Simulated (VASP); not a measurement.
# Ag (Fm-3m) in VASP: single point with PBE+D3(BJ)

Aim: the single point of Ag with PBE+D3(BJ).

All numbers are computed with VASP 6.6.1; they aren't measurements. Logs are shortened: lines on timing, memory, paths and dates and some standing lists are left out, and cuts for length are marked.

## (1) The cell of the first run

Symmetry: Fm-3m, No. 225, cubic system. The conventional cell has a = 4.086 Å, b = 4.086 Å, c = 4.086 Å, α = 90.00°, β = 90.00°, γ = 90.00°. Within 3.8 Å of Ag (site symmetry m-3m) lie 12 Ag at 2.89 Å.

## (2) Single point, PBE+D3(BJ)

INCAR reads:

```
PREC = Accurate ; ENCUT = 500
EDIFF = 1E-6 ; ISMEAR = 0
SIGMA = 0.15 ; LREAL = False
LASPH = True ; NELM = 120
ALGO = Normal ; ISIF = 2
LWAVE = False ; LCHARG = True
GGA = PE ; IVDW = 12
LELF = True ; LVHAR = True
NBANDS = 18 ; GGA_COMPAT = False
```

KPOINTS reads:

```
regular mesh
0
Gamma
  16 16 12
```

POSCAR reads:

```
Ag
1.0
    0.0000000000     -2.0431000000     -2.0431000000
    0.0000000000      2.0431000000     -2.0431000000
    4.0862000000      0.0000000000      0.0000000000
Ag
2
Direct
    0.5000000000      0.5000000000      0.5000000000
    0.0000000000      0.0000000000      0.0000000000
```

Potentials or basis: VASP PAW PBE potentials, release 64 (Ag).

Launch:

```console
> cat potpaw_PBE.64/Ag/POTCAR > POTCAR
> mpirun -np 1 vasp_std > vasp.out
```

OUTCAR:

```text
PREC = Accurate
   ENCUT = 500
   EDIFF = 1E-6
   ISMEAR = 0
   LREAL = False
   LASPH = True
   NELM = 120
   ISIF = 2
   GGA = PE
   IVDW = 12
 IVDW          = 12

 ion  position               nearest neighbor table
   1  0.500  0.500  0.500-   2 2.89   2 2.89   2 2.89   2 2.89   2 2.89   2 2.89   2 2.89   2 2.89

   2  0.000  0.000  0.000-   1 2.89   1 2.89   1 2.89   1 2.89   1 2.89   1 2.89   1 2.89   1 2.89

  LATTYP: Found a simple tetragonal cell.
 ALAT       =     2.8893797293
 C/A-ratio  =     1.4142135624

  Lattice vectors:

 A1 = (   0.0000000000,  -2.0431000000,  -2.0431000000)
 A2 = (   0.0000000000,   2.0431000000,  -2.0431000000)
 A3 = (   4.0862000000,   0.0000000000,   0.0000000000)

Analysis of symmetry for initial positions (statically):
=====================================================================
 Subroutine PRICEL returns following result:

  LATTYP: Found a face centered cubic cell.
 ALAT       =     4.0862000000

  Lattice vectors:

 A1 = (  -2.0431000000,   0.0000000000,   2.0431000000)
 A2 = (  -2.0431000000,  -2.0431000000,   0.0000000000)
 A3 = (   0.0000000000,  -2.0431000000,   2.0431000000)

   2 primitive cells build up your supercell.

 Routine SETGRP: Setting up the symmetry group for a
 simple tetragonal supercell.

 Subroutine GETGRP returns: Found 16 space group operations
 (whereof 16 operations were pure point group operations)
 out of a pool of 16 trial point group operations.

The static configuration has the point symmetry D_4h.

Analysis of symmetry for dynamics (positions and initial velocities):
=====================================================================
 Subroutine PRICEL returns following result:

  LATTYP: Found a face centered cubic cell.
 ALAT       =     4.0862000000

  Lattice vectors:

 A1 = (  -2.0431000000,   0.0000000000,   2.0431000000)
 A2 = (  -2.0431000000,  -2.0431000000,   0.0000000000)
 A3 = (   0.0000000000,  -2.0431000000,   2.0431000000)

   2 primitive cells build up your supercell.

 Routine SETGRP: Setting up the symmetry group for a
 simple tetragonal supercell.

 Subroutine GETGRP returns: Found 16 space group operations
 (whereof 16 operations were pure point group operations)
 out of a pool of 16 trial point group operations.

The dynamic configuration has the point symmetry D_4h.

 Subroutine INISYM returns: Found 16 space group operations
 (whereof 16 operations are pure point group operations),
 and found     2 'primitive' translations

----------------------------------------------------------------------------------------

                                     Primitive cell

  volume of cell :      17.0569

  direct lattice vectors                    reciprocal lattice vectors
    -2.043100000  0.000000000  2.043100000    -0.244726151  0.244726151  0.244726151
    -2.043100000 -2.043100000  0.000000000    -0.244726151 -0.244726151 -0.244726151
     0.000000000 -2.043100000  2.043100000     0.244726151 -0.244726151  0.244726151

  length of vectors
     2.889379729  2.889379729  2.889379729     0.423878128  0.423878128  0.423878128

  position of ions in fractional coordinates (direct lattice)
     0.000000000  0.000000000  0.000000000

  ion indices of the primitive-cell ions
   primitive index   ion index
                 1           1

----------------------------------------------------------------------------------------

 KPOINTS: regular mesh

Automatic generation of k-mesh.
 Grid dimensions read from file:
 generate k-points for:   16   16   12

 Generating k-lattice:

  Cartesian coordinates                     Fractional coordinates (reciprocal lattice)
     0.000000000 -0.015295384 -0.015295384     0.062500000  0.000000000  0.000000000
     0.000000000  0.015295384 -0.015295384     0.000000000  0.062500000  0.000000000
     0.020393846  0.000000000  0.000000000     0.000000000  0.000000000  0.083333333

  Length of vectors
     0.021630940  0.021630940  0.020393846

  Shift w.r.t. Gamma in fractional coordinates (k-lattice)
     0.000000000  0.000000000  0.000000000

 Subroutine IBZKPT returns following result:
 ===========================================

 Found    315 irreducible k-points:

 Following reciprocal coordinates:
            Coordinates               Weight
  0.000000  0.000000  0.000000      1.000000
  0.062500  0.000000  0.000000      4.000000
  0.125000  0.000000  0.000000      4.000000
  0.187500  0.000000  0.000000      4.000000
  0.250000  0.000000  0.000000      4.000000
  0.312500  0.000000  0.000000      4.000000
[... 16 lines left out ...]
  0.437500  0.125000  0.000000      8.000000
  0.500000  0.125000  0.000000      4.000000
 [... further k-points ...]
   k-points           NKPTS =    315   k-points in BZ     NKDIM =    315   number of bands    NBANDS=     18
   number of dos      NEDOS =    301   number of ions     NIONS =      2
   total plane-waves  NPLWV =  17280
   dimension x,y,z NGX =    24 NGY =   24 NGZ =   30
   dimension x,y,z NGXF=    48 NGYF=   48 NGZF=   60
   ions per type =               2
   NGX,Y,Z   is equivalent  to a cutoff of  13.81, 13.81, 12.21 a.u.
   NGXF,Y,Z  is equivalent  to a cutoff of  27.62, 27.62, 24.41 a.u.
 SYSTEM =  unknown system
   PREC   = accura    normal or accurate (medium, high low for compatibility)
   ISTART =      0    job   : 0-new  1-cont  2-samecut
   ICHARG =      2    charge: 1-file 2-atom 10-const
   ISPIN  =      1    spin polarized calculation?
   LNONCOLLINEAR =      F non collinear calculations
   LSORBIT =      F    spin-orbit coupling
   LASPH  =      T    aspherical Exc in radial PAW
   ENCUT  =  500.0 eV  36.75 Ry    6.06 a.u.   5.27  5.27  7.45*2*pi/ulx,y,z
   NELM   =    120;   NELMIN=  2; NELMDL= -5     # of ELM steps
   EDIFF  = 0.1E-05   stopping-criterion for ELM
   LREAL  =      F    real-space projection
   EDIFFG = 0.1E-04   stopping-criterion for IOM
   NSW    =      0    number of steps for IOM
   IBRION =     -1    ionic relax: 0-MD 1-quasi-New 2-CG
   NFREE  =      0    steps in history (QN), initial steepest desc. (CG)
   ISIF   =      2    stress and relaxation
   ISYM   =      2    0-nonsym 1-usesym 2-fastsym
   POTIM  = 0.5000    time-step for ionic-motion
   TEBEG  =    0.0;   TEEND  =   0.0 temperature during run
   PSTRESS=    0.0 pullay stress
   NELECT =      22.0000    total number of electrons
   NUPDOWN=      -1.0000    fix difference up-down
   EMIN   =  10.00;   EMAX   =-10.00  energy-range for DOS
   EFERMI =   0.00;   METHOD = LEGACY
   ISMEAR =     0;   SIGMA  =   0.15  broadening in eV -4-tet -1-fermi 0-gaus
   EFERMI_NEDOS =   21; number of points for ismear=-14 and -15
   IALGO  =     38    algorithm
   IMIX   =      4    mixing-type and parameters
     AMIX     =   0.40;   BMIX     =  1.00
     AMIX_MAG =   1.60;   BMIX_MAG =  1.00
  volume/ion in A,a.u.               =      17.06       115.11
  Fermi-wavevector in a.u.,A,eV,Ry     =   1.414402  2.672832 27.218893  2.000532
  Thomas-Fermi vector in A             =   2.535948
   LORBIT       =      0    0 simple, 1 ext, 2 COOP (PROOUT), +10 PAW based schemes
   GGA     = PE    functional components
   LHFCALC =     F    Hartree Fock is set to
   AEXX    =    0.0000 exact exchange contribution
   IVDW    =    12    specifies the selected vdW correction
   LEPSILON=     F    determine dielectric tensor
   LRPA    =     F    only Hartree local field effects (RPA)
 non-spin polarized calculation
 Gauss-broadening in eV      SIGMA  =   0.15
  energy-cutoff  :      500.00
  volume of cell :       34.11
 maximum number of plane-waves:       888
 NGX is ok and might be reduce to    24
   NGX = 11   NGY = 11   NGZ = 15

 number of electron      21.9999993 magnetization

 Free energy of the ion-electron system (eV)
  ---------------------------------------------------
  ext. energy  EPLUGINS =         0.00000000
  ---------------------------------------------------
  free energy    TOTEN  =        -5.41883804 eV

  energy without entropy =       -5.41348253  energy(sigma->0) =       -5.41616028

 E-fermi :   8.4528     XC(G=0): -12.2077

 val. band max:        8.4364519014   @ k =   0.3125   0.3125   0.4167
 cond. band min:       8.5039545666   @ k =   0.3750   0.2500   0.4167
 fundamental gap:      0.0675026653
 Fermi energy:         8.4528442112

 k-point     1 :       0.0000    0.0000    0.0000
  band No.  band energies     occupation
      1       0.6599      2.00000
      2       1.9844      2.00000
      3       2.1249      2.00000
      4       3.6189      2.00000
      5       3.6189      2.00000
      6       3.6202      2.00000
[... 10 lines left out ...]
     17      25.6028      0.00000
     18      25.6729      0.00000

 k-point     2 :       0.0625    0.0000    0.0000
  band No.  band energies     occupation
      1       0.7416      2.00000
      2       2.0261      2.00000
      3       2.1656      2.00000
      4       3.5961      2.00000
      5       3.6392      2.00000
      6       3.6494      2.00000
[... 10 lines left out ...]
     17      25.5967      0.00000
     18      26.3693      0.00000

 k-point     3 :       0.1250    0.0000    0.0000
  band No.  band energies     occupation
      1       0.9807      2.00000
      2       2.1276      2.00000
      3       2.3032      2.00000
      4       3.5327      2.00000
      5       3.6990      2.00000
      6       3.7288      2.00000
[... 10 lines left out ...]
     17      25.5101      0.00000
     18      26.0347      0.00000

 k-point     4 :       0.1875    0.0000    0.0000
  band No.  band energies     occupation
      1       1.3567      2.00000
      2       2.2589      2.00000
      3       2.5417      2.00000
      4       3.4425      2.00000
      5       3.7962      2.00000
      6       3.8287      2.00000
[... 375 lines left out ...]
      4       3.3123      2.00000
      5       3.3658      2.00000
      6       3.6982      2.00000
[... 10 lines left out ...]
     17      20.6488      0.00000
     18      24.6721      0.00000

 k-point    23 :       0.4375    0.1250    0.0000
  band No.  band energies     occupation
      1       2.9816      2.00000
      2       3.0651      2.00000
      3       3.1206      2.00000
      4       3.1651      2.00000
      5       3.3490      2.00000
      6       3.5381      2.00000
[... 10 lines left out ...]
     17      21.4614      0.00000
     18      23.5405      0.00000

 k-point    24 :       0.5000    0.1250    0.0000
  band No.  band energies     occupation
      1       3.0379      2.00000
      2       3.0379      2.00000
      3       3.1909      2.00000
      4       3.1909      2.00000
      5       3.3881      2.00000
      6       3.3881      2.00000
[... 10 lines left out ...]
     17      22.4699      0.00000
     18      22.4699      0.00000

 [... further k-points ...]

------------------------ aborting loop because EDIFF is reached ----------------------------------------

 Edisp (eV)   -1.17736

 E8    (eV) :    -0.5145

  FORCE on cell =-STRESS in cart. coord.  units (eV):
  Direction    XX          YY          ZZ          XY          YZ          ZX
  --------------------------------------------------------------------------------------
  -------------------------------------------------------------------------------------
  Total      -0.30587    -0.22589    -0.22589     0.00000     0.00000     0.00000
  in kB     -14.36549   -10.60906   -10.60906     0.00000     0.00000     0.00000
  external pressure =      -11.86 kB  Pullay stress =        0.00 kB

 VOLUME and BASIS-vectors are now :
 -----------------------------------------------------------------------------
  energy-cutoff  :      500.00
  volume of cell :       34.11
      direct lattice vectors                 reciprocal lattice vectors
     0.000000000 -2.043100000 -2.043100000     0.000000000 -0.244726151 -0.244726151
     0.000000000  2.043100000 -2.043100000     0.000000000  0.244726151 -0.244726151
     4.086200000  0.000000000  0.000000000     0.244726151  0.000000000  0.000000000

 POSITION                                       TOTAL-FORCE (eV/Angst)
 -----------------------------------------------------------------------------------
      2.04310      0.00000     -2.04310         0.000000     -0.000000      0.000000
      0.00000      0.00000      0.00000        -0.000000      0.000000     -0.000000
 -----------------------------------------------------------------------------------
    total drift:                               -0.000000      0.000000     -0.000000

  FREE ENERGIE OF THE ION-ELECTRON SYSTEM (eV)
  ---------------------------------------------------
  free  energy   TOTEN  =        -6.5961958362 eV

  energy  without entropy=       -6.5908403267  energy(sigma->0) =       -6.59351808
```

It took 2.7 min on 1 thread of Intel Xeon 8259CL, shared host; peak memory 0.28 GiB.

Results:

* Free energy: -6.5962 eV
* Pressure: -1.2 GPa
* Band gap on the k mesh: zero (bands 11 and 12 overlap by 9.36 eV)
* Dispersion energy per atom: -0.589 eV

Caveat: three body term missing.

The gap in the log of VASP goes by the Fermi energy; the results here count the filled bands.